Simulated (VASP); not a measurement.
# Al3N in VASP: a series of runs

Al3N is run at these levels: PBEsol; tasks: relaxation of the atoms.

Everything below comes from runs of VASP 6.6.1. Logs are shortened: lines on timing, memory, paths and dates and some standing lists are left out, and cuts for length are marked.

### 1 The cell of the first run

The cell holds a slab with vacuum, 4 atoms: a = 2.839 Å, b = 2.839 Å, c = 19.641 Å, α = 90.00°, β = 90.00°, γ = 90.00°.

### 2 Relaxation of the atoms, PBEsol

The input, INCAR:

```
SYSTEM = Al3N
PREC     = Accurate       ! precision mode
ENCUT    = 520            ! plane-wave cutoff, eV
EDIFF    = 1E-6           ! SCF threshold, eV
ISMEAR   = 0              ! smearing method
SIGMA    = 0.1            ! smearing width, eV
LREAL    = .FALSE.        ! projectors in reciprocal space
LASPH    = .TRUE.         ! aspherical terms in the spheres
NELM     = 100            ! most SCF steps
ALGO     = Normal         ! electronic algorithm
ISIF     = 2              ! what is computed and relaxed
LWAVE    = .FALSE.        ! write WAVECAR
LCHARG   = .FALSE.        ! write CHGCAR
LDIPOL   = .TRUE.       
IDIPOL   = 3            
DIPOL    = 0.5 0.5 0.347
GGA      = PS             ! functional
IBRION   = 2              ! ionic algorithm
NSW      = 36             ! ionic steps
EDIFFG   = -0.025         ! ionic threshold
```

The input, KPOINTS:

```
regular mesh
0
G
  9 9 1
  0 0 0
```

The input, POSCAR:

```
Al3N
1.0
    2.8394270062      0.0000000000      0.0000000000
    0.0000000000      2.8394270062      0.0000000000
    0.0000000000      0.0000000000     19.6413451746
Al N
3 1
Selective dynamics
Direct
    0.5000000000      0.5000000000      0.2036520393  F F F
    0.0000000000      0.0000000000      0.3090064780  F F F
    0.5000000000      0.5000000000      0.4145003869  F F F
    0.6666666667      1.0000000000      0.4616084478  F F T
```

Potentials or basis: VASP PAW PBE potentials, release 64 (Al, N).

Launch:

```sh
cat potpaw_PBE.64/Al/POTCAR potpaw_PBE.64/N/POTCAR > POTCAR
mpirun -np 1 vasp_std > vasp.out
```

OUTCAR:

```text
SYSTEM = Al3N
   PREC = Accurate
   ENCUT = 520
   EDIFF = 1E-6
   ISMEAR = 0
   LREAL = .FALSE.
   LASPH = .TRUE.
   NELM = 100
   ISIF = 2
   GGA = PS
   IBRION = 2
   NSW = 36
   EDIFFG = -0.025

 ion  position               nearest neighbor table
   1  0.500  0.500  0.204-   2 2.88   2 2.88   2 2.88   2 2.88
   2  0.000  0.000  0.309-   1 2.88   1 2.88   1 2.88   1 2.88   3 2.89   3 2.89   3 2.89   3 2.89

   3  0.500  0.500  0.415-   4 1.76   4 1.76   2 2.89   2 2.89   2 2.89   2 2.89
   4  0.667  0.000  0.462-   3 1.76   3 1.76

  LATTYP: Found a simple tetragonal cell.
 ALAT       =     2.8394270062
 C/A-ratio  =     6.9173622466

  Lattice vectors:

 A1 = (   2.8394270062,   0.0000000000,   0.0000000000)
 A2 = (   0.0000000000,   2.8394270062,   0.0000000000)
 A3 = (   0.0000000000,   0.0000000000,  19.6413451746)

Analysis of symmetry for initial positions (statically):
=====================================================================
 Subroutine PRICEL returns:
 Original cell was already a primitive cell.

 Routine SETGRP: Setting up the symmetry group for a
 simple tetragonal supercell.

 Subroutine GETGRP returns: Found  2 space group operations
 (whereof  2 operations were pure point group operations)
 out of a pool of 16 trial point group operations.

The static configuration has the point symmetry C_1h.

Analysis of symmetry for dynamics (positions and initial velocities):
=====================================================================
 Subroutine PRICEL returns:
 Original cell was already a primitive cell.

 Routine SETGRP: Setting up the symmetry group for a
 simple tetragonal supercell.

 Subroutine GETGRP returns: Found  2 space group operations
 (whereof  2 operations were pure point group operations)
 out of a pool of 16 trial point group operations.

The dynamic configuration has the point symmetry C_1h.

Analysis of constrained symmetry for selective dynamics:
=====================================================================
 Subroutine PRICEL returns:
 Original cell was already a primitive cell.

 Routine SETGRP: Setting up the symmetry group for a
 simple tetragonal supercell.

 Subroutine GETGRP returns: Found  2 space group operations
 (whereof  2 operations were pure point group operations)
 out of a pool of 16 trial point group operations.

The constrained configuration has the point symmetry C_1h.

 Subroutine INISYM returns: Found  2 space group operations
 (whereof  2 operations are pure point group operations),
 and found     1 'primitive' translations

----------------------------------------------------------------------------------------

                                     Primitive cell

  volume of cell :     158.3553

  direct lattice vectors                    reciprocal lattice vectors
     2.839427006  0.000000000  0.000000000     0.352183732  0.000000000  0.000000000
     0.000000000  2.839427006  0.000000000     0.000000000  0.352183732  0.000000000
     0.000000000  0.000000000 19.641345175     0.000000000  0.000000000  0.050913010

  length of vectors
     2.839427006  2.839427006 19.641345175     0.352183732  0.352183732  0.050913010

  position of ions in fractional coordinates (direct lattice)
     0.500000000  0.500000000  0.203652039
     0.000000000  0.000000000  0.309006478
     0.500000000  0.500000000  0.414500387
     0.666666667  0.000000000  0.461608448

  ion indices of the primitive-cell ions
   primitive index   ion index
                 1           1
                 2           2
                 3           3
                 4           4

----------------------------------------------------------------------------------------

 KPOINTS: regular mesh

Automatic generation of k-mesh.
 Grid dimensions read from file:
 generate k-points for:    9    9    1

 Generating k-lattice:

  Cartesian coordinates                     Fractional coordinates (reciprocal lattice)
     0.039131526  0.000000000  0.000000000     0.111111111  0.000000000  0.000000000
     0.000000000  0.039131526  0.000000000     0.000000000  0.111111111  0.000000000
     0.000000000  0.000000000  0.050913010     0.000000000  0.000000000  1.000000000

  Length of vectors
     0.039131526  0.039131526  0.050913010

  Shift w.r.t. Gamma in fractional coordinates (k-lattice)
     0.000000000  0.000000000  0.000000000

 Subroutine IBZKPT returns following result:
 ===========================================

 Found     25 irreducible k-points:

 Following reciprocal coordinates:
            Coordinates               Weight
  0.000000  0.000000  0.000000      1.000000
  0.111111  0.000000  0.000000      2.000000
  0.000000  0.111111  0.000000      2.000000
  0.222222  0.000000  0.000000      2.000000
  0.000000  0.222222  0.000000      2.000000
  0.333333  0.000000  0.000000      2.000000
[... 16 lines left out ...]
  0.444444  0.333333  0.000000      4.000000
 -0.333333  0.444444  0.000000      4.000000
   k-points           NKPTS =     25   k-points in BZ     NKDIM =     25   number of bands    NBANDS=     11
   number of dos      NEDOS =    301   number of ions     NIONS =      4
   total plane-waves  NPLWV =  86400
   dimension x,y,z NGX =    24 NGY =   24 NGZ =  150
   dimension x,y,z NGXF=    48 NGYF=   48 NGZF=  300
   ions per type =               3   1
   NGX,Y,Z   is equivalent  to a cutoff of  14.05, 14.05, 12.70 a.u.
   NGXF,Y,Z  is equivalent  to a cutoff of  28.10, 28.10, 25.39 a.u.
 SYSTEM =  Al3N
   PREC   = accura    normal or accurate (medium, high low for compatibility)
   ISTART =      0    job   : 0-new  1-cont  2-samecut
   ICHARG =      2    charge: 1-file 2-atom 10-const
   ISPIN  =      1    spin polarized calculation?
   LNONCOLLINEAR =      F non collinear calculations
   LSORBIT =      F    spin-orbit coupling
   LASPH  =      T    aspherical Exc in radial PAW
   ENCUT  =  520.0 eV  38.22 Ry    6.18 a.u.   5.28  5.28 36.52*2*pi/ulx,y,z
   NELM   =    100;   NELMIN=  2; NELMDL= -5     # of ELM steps
   EDIFF  = 0.1E-05   stopping-criterion for ELM
   LREAL  =      F    real-space projection
   EDIFFG = -.3E-01   stopping-criterion for IOM
   NSW    =     36    number of steps for IOM
   IBRION =      2    ionic relax: 0-MD 1-quasi-New 2-CG
   NFREE  =      1    steps in history (QN), initial steepest desc. (CG)
   ISIF   =      2    stress and relaxation
   ISYM   =      2    0-nonsym 1-usesym 2-fastsym
   POTIM  = 0.5000    time-step for ionic-motion
   TEBEG  =    0.0;   TEEND  =   0.0 temperature during run
   PSTRESS=    0.0 pullay stress
   NELECT =      14.0000    total number of electrons
   NUPDOWN=      -1.0000    fix difference up-down
   EMIN   =  10.00;   EMAX   =-10.00  energy-range for DOS
   EFERMI =   0.00;   METHOD = LEGACY
   ISMEAR =     0;   SIGMA  =   0.10  broadening in eV -4-tet -1-fermi 0-gaus
   EFERMI_NEDOS =   21; number of points for ismear=-14 and -15
   IALGO  =     38    algorithm
   IMIX   =      4    mixing-type and parameters
     AMIX     =   0.40;   BMIX     =  1.00
     AMIX_MAG =   1.60;   BMIX_MAG =  1.00
  volume/ion in A,a.u.               =      39.59       267.16
  Fermi-wavevector in a.u.,A,eV,Ry     =   0.729301  1.378178  7.236660  0.531880
  Thomas-Fermi vector in A             =   1.820989
   LORBIT       =      0    0 simple, 1 ext, 2 COOP (PROOUT), +10 PAW based schemes
   GGA     = PS    functional components
   LHFCALC =     F    Hartree Fock is set to
   AEXX    =    0.0000 exact exchange contribution
   IVDW    =     0    specifies the selected vdW correction
   LEPSILON=     F    determine dielectric tensor
   LRPA    =     F    only Hartree local field effects (RPA)
 conjugate gradient relaxation of ions
 non-spin polarized calculation
 Gauss-broadening in eV      SIGMA  =   0.10
  energy-cutoff  :      520.00
  volume of cell :      158.36
 maximum number of plane-waves:      4292
 NGX is ok and might be reduce to    24
   NGX = 11   NGY = 11   NGZ = 73

--------------------------------------- Ionic step        1  -------------------------------------------

 number of electron      14.0000000 magnetization

 Free energy of the ion-electron system (eV)
  ---------------------------------------------------
  ext. energy  EPLUGINS =         0.00000000
  ---------------------------------------------------
  free energy    TOTEN  =       -18.77978792 eV

  energy without entropy =      -18.76726597  energy(sigma->0) =      -18.77352695

------------------------ aborting loop because EDIFF is reached ----------------------------------------

  FORCE on cell =-STRESS in cart. coord.  units (eV):
  Direction    XX          YY          ZZ          XY          YZ          ZX
  --------------------------------------------------------------------------------------
  -------------------------------------------------------------------------------------
  Total       -1.1637612      4.0218073      0.0437446      0.0000000      0.0000000      0.9073387
  in kB      -11.7744816     40.6910782      0.4425911      0.0000000      0.0000000      9.1800989
  external PRESSURE =       9.7863959 kB  Pullay stress =       0.0000000 kB
[... 63 lines left out ...]
--------------------------------------- Ionic step        3  -------------------------------------------

 number of electron      14.0000000 magnetization

 dipolmoment           0.000000      0.000000      0.138418 electrons x Angstroem

 Free energy of the ion-electron system (eV)
  ---------------------------------------------------
  ext. energy  EPLUGINS =         0.00000000
  ---------------------------------------------------
  free energy    TOTEN  =       -18.80638007 eV

  energy without entropy =      -18.79748031  energy(sigma->0) =      -18.80193019

 E-fermi :  -1.3208     XC(G=0):  -4.5250

 val. band max:       -1.3751608091   @ k =  -0.1111   0.2222   0.0000
 cond. band min:      -1.3047479612   @ k =   0.3333   0.0000   0.0000
 fundamental gap:      0.0704128479
 Fermi energy:        -1.3207822453

 k-point     1 :       0.0000    0.0000    0.0000
  band No.  band energies     occupation
      1     -15.9697      2.00000
      2     -11.3343      2.00000
      3      -8.4728      2.00000
      4      -4.9533      2.00000
      5      -2.5789      2.00000
      6      -2.3421      2.00000
      7      -1.1808      0.04781
      8       0.8801      0.00000
      9       2.8086      0.00000
     10       4.0782      0.00000
     11       5.1353      0.00000
[... 309 lines left out ...]
 k-point    24 :      -0.3333    0.4444    0.0000
  band No.  band energies     occupation
      1     -14.0697      2.00000
      2      -6.3839      2.00000
      3      -5.6258      2.00000
      4      -4.1696      2.00000
      5      -3.6963      2.00000
      6      -3.1200      2.00000
      7      -2.0159      2.00000
      8      -0.6034      0.00000
      9       0.1037      0.00000
     10       0.8736      0.00000
     11       1.8704      0.00000

 [... further k-points ...]

------------------------ aborting loop because EDIFF is reached ----------------------------------------

 vacuum level on the upper side and lower side of the slab       (xc-potential included)         1.346        -1.677

  FORCE on cell =-STRESS in cart. coord.  units (eV):
  Direction    XX          YY          ZZ          XY          YZ          ZX
  --------------------------------------------------------------------------------------
  -------------------------------------------------------------------------------------
  Total       -0.5679222      5.7194672      0.6759804      0.0000000      0.0000000      1.3034015
  in kB       -5.7460156     57.8673392      6.8393058      0.0000000      0.0000000     13.1873085
  external PRESSURE =      19.6535431 kB  Pullay stress =       0.0000000 kB
[... 19 lines left out ...]
  FREE ENERGIE OF THE ION-ELECTRON SYSTEM (eV)
  ---------------------------------------------------
  free  energy   TOTEN  =       -18.8063800684 eV

  energy  without entropy=      -18.7974803071  energy(sigma->0) =      -18.80193019

 reached required accuracy - stopping structural energy minimisation

 vacuum level on the upper side and lower side of the slab         6.025         2.905
```

It took 2.1 min on 1 thread of Intel Xeon Platinum 8375C at 2.90GHz (Ice Lake), shared host; peak memory 0.29 GiB.

Results:

* Free energy: -18.8064 eV
* Energy gained by relaxing: 6.6 meV/atom
* Ionic steps: 3
* Band gap on the k mesh: zero (bands 7 and 8 overlap by 1.18 eV)

Step by step:
| step | energy change (eV) | largest force on free atoms (eV/Å) | pressure (GPa) |
| --- | --- | --- | --- |
| 1 | 0.0000 | 0.7276 | 0.98 |
| 2 | -0.0195 | 0.3817 | 1.45 |
| 3 | -0.0266 | 0.0005 | 1.97 |

Final structure:
```yaml
crystal:
  lattice:
    - [2.83943, 0.00000, 0.00000]
    - [0.00000, 2.83943, 0.00000]
    - [0.00000, 0.00000, 19.64135]
  atoms:
    - { symbol: Al, position: [0.50000, 0.50000, 0.20365] }
    - { symbol: Al, position: [0.00000, 0.00000, 0.30901] }
    - { symbol: Al, position: [0.50000, 0.50000, 0.41450] }
    - { symbol: N, position: [0.66667, 0.00000, 0.45795] }
```

Levels at points of the mesh, in eV from the Fermi level:
| k point | band 4 | band 5 | band 6 | band 7 | band 8 | band 9 | band 10 | band 11 |
| --- | --- | --- | --- | --- | --- | --- | --- | --- |
| (0.00, 0.00, 0.00) | -3.63 | -1.26 | -1.02 | 0.14 | 2.20 | 4.13 | 5.40 | 6.46 |

Caveat: the PAW data sets were made with another functional, which shifts forces and pressure a little.

### 3 Relaxation of the atoms, PBEsol

The input, INCAR:

```
PREC = Accurate
ENCUT = 520
EDIFF = 1E-7
ISMEAR = 0
SIGMA = 0.1
LREAL = False
LASPH = True
NELM = 100
ALGO = Normal
ISIF = 2
LWAVE = False
LCHARG = False
LDIPOL = True
IDIPOL = 3
DIPOL = 0.5 0.5 0.355
GGA = PS
IBRION = 2
NSW = 36
EDIFFG = -0.025
```

The input, KPOINTS:

```
Automatic mesh
0
Gamma
  9 9 1
```

Edit POSCAR of step 2 so:

```diff
@@ -12,2 +12,2 @@
     0.5000000000      0.5000000000      0.4145003869  F F F
-    0.6666666667      1.0000000000      0.4616084478  F F T
+    0.5000000000      0.8333333333      0.4938965158  F F T
```

Potentials or basis: VASP PAW PBE potentials, release 64 (Al, N).

Launch:

```sh
cat potpaw_PBE.64/Al/POTCAR potpaw_PBE.64/N/POTCAR > POTCAR
mpirun -np 1 vasp_std > vasp.out
```

It took 5.3 min on 1 thread of Oxide Virtual Turin-like, shared host; peak memory 0.26 GiB.

It converged, with:

- Free energy: -17.1274 eV
- Energy gained by relaxing: 12.7 meV/atom
- Ionic steps: 3
- Band gap on the k mesh: zero (bands 7 and 8 overlap by 1.46 eV)

The path:
```
step  energy change (eV)  largest force on free atoms (eV/Å)  pressure (GPa)
   1              0.0000                              1.1173           -2.49
   2             -0.0430                              0.4605           -1.89
   3             -0.0507                              0.0068           -1.47
```

Final structure:
```cif
data_structure
_symmetry_space_group_name_H-M 'P 1'
_symmetry_Int_Tables_number 1
_cell_length_a 2.8394
_cell_length_b 2.8394
_cell_length_c 19.6413
_cell_angle_alpha 90.000
_cell_angle_beta 90.000
_cell_angle_gamma 90.000
_cell_volume 158.36
loop_
_atom_site_label
_atom_site_type_symbol
_atom_site_fract_x
_atom_site_fract_y
_atom_site_fract_z
_atom_site_occupancy
Al1 Al 0.50000 0.50000 0.20365 1
Al2 Al 0.00000 0.00000 0.30901 1
Al3 Al 0.50000 0.50000 0.41450 1
N1 N 0.50000 0.83333 0.48946 1
```

Levels at points of the mesh, in eV from the Fermi level:
```csv
k point,band 3,band 4,band 5,band 6,band 7,band 8,band 9,band 10,band 11
"(0.00, 0.00, 0.00)",-7.70,-4.18,-1.66,0.31,0.76,1.38,3.83,5.26,6.21
```

Caveat: the PAW data sets were made with another functional, which shifts forces and pressure a little.

The gap in the log of VASP goes by the Fermi energy; the results here count the filled bands.